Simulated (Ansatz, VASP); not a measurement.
## One calculation of Al, two programs

```
Al
1.0
     0.00000    1.98095    1.98095
     1.98095    0.00000    1.98095
     1.98095    1.98095    0.00000
Al
1
Direct
  0.00000 0.00000 0.00000
```

Alike in both runs: functional PBEsol; dispersion D3(BJ); k mesh 18 × 18 × 18; occupations gaussian, width 0.1 eV; no spin polarisation.

Ansatz relaxed the structure, and its values are those at the end. VASP's run is a single point on that final structure, the one shown.

|  | VASP | Ansatz |
| --- | --- | --- |
| version | VASP 6.6.1 | Ansatz 0.2.0 |
| potentials or method | VASP PAW PBE potentials, release 64 (Al), cutoff 500 eV | scalar-relativistic, plane waves, PAW |
| valence electrons in the cell | 3 | 3 |

Ansatz gave:

```
gap on the k mesh at the Fermi level (eV) : none
pressure (GPa)                            : 0.0
```

Problem. Which values does VASP return?

Solution. gap on the k mesh at the Fermi level (eV): none; pressure (GPa): 0.1.

VASP's potentials were made for PBE, not for PBEsol. A gap of «none» marks a metal or a gap that the smearing closes.
